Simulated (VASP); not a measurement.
Here is a VASP 6.6.1 calculation.

File INCAR:

```
PREC     = Accurate       # precision mode
ENCUT    = 500            # plane-wave cutoff, eV
EDIFF    = 1E-6           # SCF threshold, eV
ISMEAR   = 0              # smearing method
SIGMA    = 0.05           # smearing width, eV
LREAL    = F              # projectors in reciprocal space
LASPH    = T              # aspherical terms in the spheres
NELM     = 120            # most SCF steps
ALGO     = Normal         # electronic algorithm
ISIF     = 2              # what is computed and relaxed
LWAVE    = F              # write WAVECAR
LCHARG   = F              # write CHGCAR
GGA      = RP             # functional
IVDW     = 13             # dispersion correction
NBANDS   = 17             # bands
GGA_COMPAT= F
```

KPOINTS

```
regular mesh
0
Gamma
  6 6 6
```

The input POSCAR:

```
PbSe
1.0
    0.0000000000      3.0247884761      3.0247884761
    3.0247884761      0.0000000000      3.0247884761
    3.0247884761      3.0247884761      0.0000000000
Pb Se
1 1
Direct
    0.5000000000      0.5000000000      0.5000000000
    0.0000000000      0.0000000000      0.0000000000
```

Potentials or basis: VASP PAW PBE potentials, release 64 (Pb_d, Se).

Launch:

```bash
$ cat potpaw_PBE.64/Pb_d/POTCAR potpaw_PBE.64/Se/POTCAR > POTCAR
$ mpirun -np 1 vasp_std > vasp.out
```

**Question.** Predict the band gap on the k mesh.

**Answer.** 0.25 eV, direct.

**Question.** Predict the pressure.

**Answer.** 2.2 GPa.

**Question.** What does it give for the dispersion energy per atom?

**Answer.** -0.752 eV.

Caveat: the PAW data sets were made with another functional, which shifts forces and pressure a little; spin-orbit coupling is left out, which moves the levels of the heavy elements. A k mesh can miss the band edges.
